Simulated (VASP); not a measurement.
# Ru2W (P6/mmm) in VASP: notebook

Runs on Ru2W. Level: PBE. Tasks: single point, relaxation of cell and atoms.

All numbers are computed with VASP 6.6.1; they aren't measurements. Logs are shortened: lines on timing, memory, paths and dates and some standing lists are left out, and cuts for length are marked.

**1. The cell of the first run**

It takes space group P6/mmm (No. 191, hexagonal). The conventional cell has a = 2.750 Å, b = 2.750 Å, c = 7.328 Å, α = 90.00°, β = 90.00°, γ = 120.00°. Ru (site symmetry 6mm) has 1 W at 2.38 Å and 7 Ru at 2.57 to 2.75 Å within 3.1 Å. W (site symmetry 6/mmm) has 2 Ru at 2.38 Å and 6 W at 2.75 Å within 3.1 Å.

The cell was generated, and may not be a known phase.

**2. Single point, PBE**

Input file INCAR:

```
SYSTEM = Ru2W
PREC = Accurate
ENCUT = 520
EDIFF = 1E-6
ISMEAR = 0
SIGMA = 0.1
LREAL = .FALSE.
LASPH = .TRUE.
NELM = 80
ALGO = Normal
ISIF = 2
LWAVE = .FALSE.
LCHARG = .FALSE.
GGA = PE
NBANDS = 28
```

Input file KPOINTS:

```
regular mesh
0
G
  6 6 4
  0 0 0
```

Input file POSCAR:

```
Ru2W
1.0
    2.7503995604      0.0000000024      0.0000000000
   -1.3751997823      2.3819158887      0.0000000000
    0.0000000000      0.0000000000      7.3275473490
Ru W
2 1
Direct
    0.0000000000      0.0000000000      0.6752415664
    0.0000000000      0.0000000000      0.3247584336
    0.0000000000      0.0000000000      0.0000000000
```

Potentials or basis: VASP PAW PBE potentials, release 64 (Ru_pv, W_sv).

Started as:

```sh
$ cat potpaw_PBE.64/Ru_pv/POTCAR potpaw_PBE.64/W_sv/POTCAR > POTCAR
$ mpirun -np 1 vasp_std > vasp.out
```

OUTCAR:

```text
SYSTEM = Ru2W
   PREC = Accurate
   ENCUT = 520
   EDIFF = 1E-6
   ISMEAR = 0
   LREAL = .FALSE.
   LASPH = .TRUE.
   NELM = 80
   ISIF = 2
   GGA = PE

 ion  position               nearest neighbor table
   1  0.000  0.000  0.675-   3 2.38   2 2.57
   2  0.000  0.000  0.325-   3 2.38   1 2.57
   3  0.000  0.000  0.000-   1 2.38   2 2.38

  LATTYP: Found a hexagonal cell.
 ALAT       =     2.7503995604
 C/A-ratio  =     2.6641755818

  Lattice vectors:

 A1 = (   2.7503995604,   0.0000000024,   0.0000000000)
 A2 = (  -1.3751997823,   2.3819158887,   0.0000000000)
 A3 = (   0.0000000000,   0.0000000000,   7.3275473490)

Analysis of symmetry for initial positions (statically):
=====================================================================
 Subroutine PRICEL returns:
 Original cell was already a primitive cell.

 Routine SETGRP: Setting up the symmetry group for a
 hexagonal supercell.

 Subroutine GETGRP returns: Found 24 space group operations
 (whereof 24 operations were pure point group operations)
 out of a pool of 24 trial point group operations.

The static configuration has the point symmetry D_6h.

Analysis of symmetry for dynamics (positions and initial velocities):
=====================================================================
 Subroutine PRICEL returns:
 Original cell was already a primitive cell.

 Routine SETGRP: Setting up the symmetry group for a
 hexagonal supercell.

 Subroutine GETGRP returns: Found 24 space group operations
 (whereof 24 operations were pure point group operations)
 out of a pool of 24 trial point group operations.

The dynamic configuration has the point symmetry D_6h.

 Subroutine INISYM returns: Found 24 space group operations
 (whereof 24 operations are pure point group operations),
 and found     1 'primitive' translations

----------------------------------------------------------------------------------------

                                     Primitive cell

  volume of cell :      48.0044

  direct lattice vectors                    reciprocal lattice vectors
     2.750399560  0.000000002  0.000000000     0.363583537  0.209915053  0.000000000
    -1.375199782  2.381915889  0.000000000    -0.000000000  0.419830106  0.000000000
     0.000000000  0.000000000  7.327547349     0.000000000  0.000000000  0.136471312

  length of vectors
     2.750399560  2.750399560  7.327547349     0.419830106  0.419830106  0.136471312

  position of ions in fractional coordinates (direct lattice)
     0.000000000  0.000000000  0.675241566
     0.000000000  0.000000000  0.324758434
     0.000000000  0.000000000  0.000000000

  ion indices of the primitive-cell ions
   primitive index   ion index
                 1           1
                 2           2
                 3           3

----------------------------------------------------------------------------------------

 KPOINTS: regular mesh

Automatic generation of k-mesh.
 Grid dimensions read from file:
 generate k-points for:    6    6    4

 Generating k-lattice:

  Cartesian coordinates                     Fractional coordinates (reciprocal lattice)
     0.060597256  0.034985842  0.000000000     0.166666667 -0.000000000  0.000000000
    -0.000000000  0.069971684  0.000000000    -0.000000000  0.166666667  0.000000000
     0.000000000  0.000000000  0.034117828     0.000000000  0.000000000  0.250000000

  Length of vectors
     0.069971684  0.069971684  0.034117828

  Shift w.r.t. Gamma in fractional coordinates (k-lattice)
     0.000000000  0.000000000  0.000000000

 Subroutine IBZKPT returns following result:
 ===========================================

 Found     21 irreducible k-points:

 Following reciprocal coordinates:
            Coordinates               Weight
  0.000000  0.000000  0.000000      1.000000
  0.166667  0.000000  0.000000      6.000000
  0.333333  0.000000  0.000000      6.000000
  0.500000  0.000000  0.000000      3.000000
  0.166667  0.166667  0.000000      6.000000
  0.333333  0.166667  0.000000     12.000000
[... 13 lines left out ...]
  0.333333  0.166667  0.500000     12.000000
  0.333333  0.333333  0.500000      2.000000
   k-points           NKPTS =     21   k-points in BZ     NKDIM =     21   number of bands    NBANDS=     28
   number of dos      NEDOS =    301   number of ions     NIONS =      3
   total plane-waves  NPLWV =  21600
   dimension x,y,z NGX =    20 NGY =   20 NGZ =   54
   dimension x,y,z NGXF=    40 NGYF=   40 NGZF=  108
   ions per type =               2   1
   NGX,Y,Z   is equivalent  to a cutoff of  12.09, 12.09, 12.25 a.u.
   NGXF,Y,Z  is equivalent  to a cutoff of  24.18, 24.18, 24.50 a.u.
 SYSTEM =  Ru2W
   PREC   = accura    normal or accurate (medium, high low for compatibility)
   ISTART =      0    job   : 0-new  1-cont  2-samecut
   ICHARG =      2    charge: 1-file 2-atom 10-const
   ISPIN  =      1    spin polarized calculation?
   LNONCOLLINEAR =      F non collinear calculations
   LSORBIT =      F    spin-orbit coupling
   LASPH  =      T    aspherical Exc in radial PAW
   ENCUT  =  520.0 eV  38.22 Ry    6.18 a.u.   5.11  5.11 13.62*2*pi/ulx,y,z
   NELM   =     80;   NELMIN=  2; NELMDL= -5     # of ELM steps
   EDIFF  = 0.1E-05   stopping-criterion for ELM
   LREAL  =      F    real-space projection
[... 7 lines left out ...]
   TEBEG  =    0.0;   TEEND  =   0.0 temperature during run
   PSTRESS=    0.0 pullay stress
   NELECT =      42.0000    total number of electrons
   NUPDOWN=      -1.0000    fix difference up-down
   EMIN   =  10.00;   EMAX   =-10.00  energy-range for DOS
   EFERMI =   0.00;   METHOD = LEGACY
   ISMEAR =     0;   SIGMA  =   0.10  broadening in eV -4-tet -1-fermi 0-gaus
   EFERMI_NEDOS =   21; number of points for ismear=-14 and -15
   IALGO  =     38    algorithm
   IMIX   =      4    mixing-type and parameters
     AMIX     =   0.40;   BMIX     =  1.00
     AMIX_MAG =   1.60;   BMIX_MAG =  1.00
  volume/ion in A,a.u.               =      16.00       107.98
  Fermi-wavevector in a.u.,A,eV,Ry     =   1.565781  2.958897 33.356991  2.451670
  Thomas-Fermi vector in A             =   2.668206
   LORBIT       =      0    0 simple, 1 ext, 2 COOP (PROOUT), +10 PAW based schemes
   GGA     = PE    functional components
   LHFCALC =     F    Hartree Fock is set to
   AEXX    =    0.0000 exact exchange contribution
   IVDW    =     0    specifies the selected vdW correction
   LEPSILON=     F    determine dielectric tensor
   LRPA    =     F    only Hartree local field effects (RPA)
 non-spin polarized calculation
 Gauss-broadening in eV      SIGMA  =   0.10
  energy-cutoff  :      520.00
  volume of cell :       48.00
 maximum number of plane-waves:      1305
   NGX = 11   NGY = 11   NGZ = 27

 number of electron      42.0000005 magnetization

 Free energy of the ion-electron system (eV)
  ---------------------------------------------------
  ext. energy  EPLUGINS =         0.00000000
  ---------------------------------------------------
  free energy    TOTEN  =       -28.77478389 eV

  energy without entropy =      -28.76329906  energy(sigma->0) =      -28.76904148

 E-fermi :  10.5244     XC(G=0): -13.1679

 val. band max:       10.4336785143   @ k =   0.0000   0.0000   0.0000
 cond. band min:      10.5739505499   @ k =   0.5000   0.0000   0.5000
 fundamental gap:      0.1402720356
 Fermi energy:        10.5244428177

 k-point     1 :       0.0000    0.0000    0.0000
  band No.  band energies     occupation
      1     -63.4582      2.00000
      2     -32.3943      2.00000
      3     -32.0983      2.00000
      4     -31.8022      2.00000
      5     -31.8022      2.00000
      6     -31.7645      2.00000
[... 20 lines left out ...]
     27      14.4557      0.00000
     28      14.4557      0.00000

 k-point     2 :       0.1667    0.0000    0.0000
  band No.  band energies     occupation
      1     -63.4302      2.00000
      2     -32.3698      2.00000
      3     -32.0759      2.00000
      4     -31.9638      2.00000
      5     -31.9214      2.00000
      6     -31.8404      2.00000
[... 20 lines left out ...]
     27      13.6922      0.00000
     28      14.2262      0.00000

 k-point     3 :       0.3333    0.0000    0.0000
  band No.  band energies     occupation
      1     -63.3738      2.00000
      2     -32.3207      2.00000
      3     -32.2787      2.00000
      4     -32.2288      2.00000
      5     -32.0298      2.00000
      6     -31.9160      2.00000
[... 20 lines left out ...]
     27      13.8178      0.00000
     28      14.0815      0.00000

 k-point     4 :       0.5000    0.0000    0.0000
  band No.  band energies     occupation
      1     -63.3453      2.00000
      2     -32.4327      2.00000
      3     -32.3783      2.00000
      4     -32.2955      2.00000
      5     -32.0072      2.00000
      6     -31.9534      2.00000
[... 20 lines left out ...]
     27      16.2476      0.00000
     28      16.2913      0.00000

 k-point     5 :       0.1667    0.1667    0.0000
  band No.  band energies     occupation
      1     -63.3879      2.00000
      2     -32.3329      2.00000
      3     -32.1710      2.00000
      4     -32.1243      2.00000
      5     -32.0406      2.00000
      6     -31.9283      2.00000
[... 20 lines left out ...]
     27      13.6507      0.00000
     28      13.9219      0.00000

 k-point     6 :       0.3333    0.1667    0.0000
  band No.  band energies     occupation
      1     -63.3453      2.00000
      2     -32.3535      2.00000
      3     -32.3012      2.00000
      4     -32.2955      2.00000
      5     -32.0368      2.00000
      6     -32.0073      2.00000
[... 370 lines left out ...]
      5     -31.9524      2.00000
      6     -31.9134      2.00000
[... 20 lines left out ...]
     27      16.2456      0.00000
     28      17.1268      0.00000

 k-point    19 :       0.1667    0.1667    0.5000
  band No.  band energies     occupation
      1     -63.3879      2.00000
      2     -32.4315      2.00000
      3     -32.1697      2.00000
      4     -32.1251      2.00000
      5     -31.9274      2.00000
      6     -31.9273      2.00000
[... 20 lines left out ...]
     27      13.8575      0.00000
     28      16.3077      0.00000

 k-point    20 :       0.3333    0.1667    0.5000
  band No.  band energies     occupation
      1     -63.3454      2.00000
      2     -32.3912      2.00000
      3     -32.3517      2.00000
      4     -32.3029      2.00000
      5     -32.0356      2.00000
      6     -31.9946      2.00000
[... 20 lines left out ...]
     27      16.9271      0.00000
     28      18.6401      0.00000

 k-point    21 :       0.3333    0.3333    0.5000
  band No.  band energies     occupation
      1     -63.3311      2.00000
      2     -32.3778      2.00000
      3     -32.2433      2.00000
      4     -32.2433      2.00000
      5     -32.1973      2.00000
      6     -32.1973      2.00000
[... 20 lines left out ...]
     27      17.9934      0.00000
     28      19.2891      0.00000

------------------------ aborting loop because EDIFF is reached ----------------------------------------

  FORCE on cell =-STRESS in cart. coord.  units (eV):
  Direction    XX          YY          ZZ          XY          YZ          ZX
  --------------------------------------------------------------------------------------
  -------------------------------------------------------------------------------------
  Total        0.0516458      0.0516458      0.4496593     -0.0000000      0.0000000     -0.0000000
  in kB        1.7237109      1.7237109     15.0076731     -0.0000000      0.0000000     -0.0000000
  external PRESSURE =       6.1516983 kB  Pullay stress =       0.0000000 kB

 VOLUME and BASIS-vectors are now :
 -----------------------------------------------------------------------------
  energy-cutoff  :      520.00
  volume of cell :       48.00
      direct lattice vectors                 reciprocal lattice vectors
     2.750399560  0.000000002  0.000000000     0.363583537  0.209915053  0.000000000
    -1.375199782  2.381915889  0.000000000    -0.000000000  0.419830106  0.000000000
     0.000000000  0.000000000  7.327547349     0.000000000  0.000000000  0.136471312

 POSITION                                       TOTAL-FORCE (eV/Angst)
 -----------------------------------------------------------------------------------
      0.00000      0.00000      4.94786         0.000000      0.000000     -0.115069
      0.00000      0.00000      2.37968        -0.000000     -0.000000      0.115069
      0.00000      0.00000      0.00000         0.000000     -0.000000      0.000000
 -----------------------------------------------------------------------------------
    total drift:                               -0.000000      0.000000      0.000000

  FREE ENERGIE OF THE ION-ELECTRON SYSTEM (eV)
  ---------------------------------------------------
  free  energy   TOTEN  =       -28.7747838909 eV

  energy  without entropy=      -28.7632990627  energy(sigma->0) =      -28.76904148
```

Wall time 17 s (1 thread of Intel Xeon 6975P-C (Granite Rapids), shared host); peak memory 0.16 GiB.

Results:

```yaml
Free_energy: -28.7748 eV
Pressure: 0.6 GPa
Largest_force: 0.115 eV/Å
Band_gap_on_the_k_mesh: zero (bands 21 and 22 overlap by 2.69 eV)
```

Forces on the atoms (eV/Å):
```
Ru   0.000  0.000 -0.115
Ru   0.000  0.000  0.115
W    0.000  0.000  0.000
```

Stress tensor (GPa, compression positive):
```
0.17 0.00 0.00
0.00 0.17 0.00
0.00 0.00 1.50
```

Levels at points of the mesh, in eV from the Fermi level:
```
           k point  band 17  band 18  band 19  band 20  band 21  band 22  band 23  band 24  band 25  band 26
(0.00, 0.00, 0.00)    -1.66    -1.66    -1.23    -0.83    -0.40    -0.40    -0.32    -0.32    -0.09    -0.09
(0.50, 0.00, 0.00)    -1.19    -1.02     0.30     0.61     0.64     1.70     1.82     2.46     3.10     5.72
(0.00, 0.00, 0.50)    -1.92    -1.77    -1.77    -0.89    -0.89    -0.29    -0.29     0.08     0.67     0.67
(0.50, 0.00, 0.50)    -2.58    -2.12    -1.83     0.05     1.71     1.81     2.48     2.81     4.03     4.73
```

Caveat: the k points lie up to 0.44 Å⁻¹ apart, too coarse for converged energies and pressures of a metal; spin-orbit coupling is left out, which moves the levels of the heavy elements.

**3. Relaxation of cell and atoms, PBE**

This run uses another cell than the first one, of 18.08 Å³/atom.

Input file INCAR:

```
PREC     = Accurate       # precision mode
ENCUT    = 600            # plane-wave cutoff, eV
EDIFF    = 1E-7           # SCF threshold, eV
ISMEAR   = 0              # smearing method
SIGMA    = 0.1            # smearing width, eV
LREAL    = False          # projectors in reciprocal space
LASPH    = True           # aspherical terms in the spheres
NELM     = 60             # most SCF steps
ALGO     = Normal         # electronic algorithm
ISIF     = 3              # what is computed and relaxed
LWAVE    = False          # write WAVECAR
LCHARG   = False          # write CHGCAR
GGA      = PE             # functional
IBRION   = 2              # ionic algorithm
NSW      = 90             # ionic steps
EDIFFG   = -0.04          # ionic threshold
```

Input file KPOINTS:

```
regular mesh
0
Gamma
  6 6 4
```

Input file POSCAR:

```
Ru2W
1.0
    3.3047734900      0.0000000000      0.0000000000
   -1.6523867500      2.8620178000      0.0000000000
    0.0000000000      0.0000000000      5.7341875300
Ru W
2 1
Direct
    0.0000000000      0.0000000000      0.6407015500
    0.0000000000      0.0000000000      0.3592984500
    0.0000000000      0.0000000000      0.0000000000
```

Potentials or basis: VASP PAW PBE potentials, release 64 (Ru_pv, W_sv).

Started as:

```sh
$ cat potpaw_PBE.64/Ru_pv/POTCAR potpaw_PBE.64/W_sv/POTCAR > POTCAR
$ mpirun -np 1 vasp_std > vasp.out
```

Wall time 18 min (1 thread of Intel Xeon 6975P-C (Granite Rapids), shared host); peak memory 0.25 GiB.

It converged, with:

```
Free energy                           : -28.7704 eV
Relaxed volume                        : 16.02 Å³/atom
Relaxed cell                          : a = 2.750 Å, b = 2.750 Å, c = 7.339 Å, α = 90.00°, β = 90.00°, γ = 120.00°
Space group after relaxing (to 0.1 Å) : P6/mmm (No. 191)
Pressure after relaxing               : -0.1 GPa
Largest force after relaxing          : 0.036 eV/Å
```

Forces on the atoms (eV/Å):
```
Ru   0.000  0.000  0.036
Ru   0.000  0.000 -0.036
W    0.000  0.000  0.000
```

Stress tensor (GPa, compression positive):
```
 0.06  0.00  0.00
 0.00  0.06  0.00
 0.00  0.00 -0.37
```

Final structure:
```xyz
3
Lattice="2.7499 0.0000 0.0000 -1.3750 2.3815 0.0000 0.0000 0.0000 7.3389" Properties=species:S:1:pos:R:3 pbc="T T T"
Ru    0.0000    0.0000    4.9480
Ru    0.0000    0.0000    2.3909
W     0.0000    0.0000    7.3389
```

Levels at points of the mesh, in eV from the Fermi level:
| k point | band 18 | band 19 | band 20 | band 21 | band 22 | band 23 | band 24 | band 25 |
| --- | --- | --- | --- | --- | --- | --- | --- | --- |
| (0.00, 0.00, 0.00) | -1.67 | -1.28 | -0.87 | -0.43 | -0.43 | -0.36 | -0.36 | -0.06 |
| (0.50, 0.00, 0.00) | -0.99 | 0.29 | 0.59 | 0.60 | 1.69 | 1.81 | 2.39 | 3.04 |
| (0.00, 0.00, 0.50) | -1.78 | -1.78 | -0.89 | -0.89 | -0.33 | -0.33 | 0.03 | 0.68 |
| (0.50, 0.00, 0.50) | -2.17 | -1.83 | 0.06 | 1.70 | 1.80 | 2.43 | 2.81 | 3.96 |

Caveat: the k points lie up to 0.44 Å⁻¹ apart in the final cell; the bands computed are all filled at some k points, so no gap is given; a cell axis changed by over 15 % at a fixed basis, so the end point is rough; spin-orbit coupling is left out, which moves the levels of the heavy elements.

The gap in the log of VASP goes by the Fermi energy; the results here count the filled bands.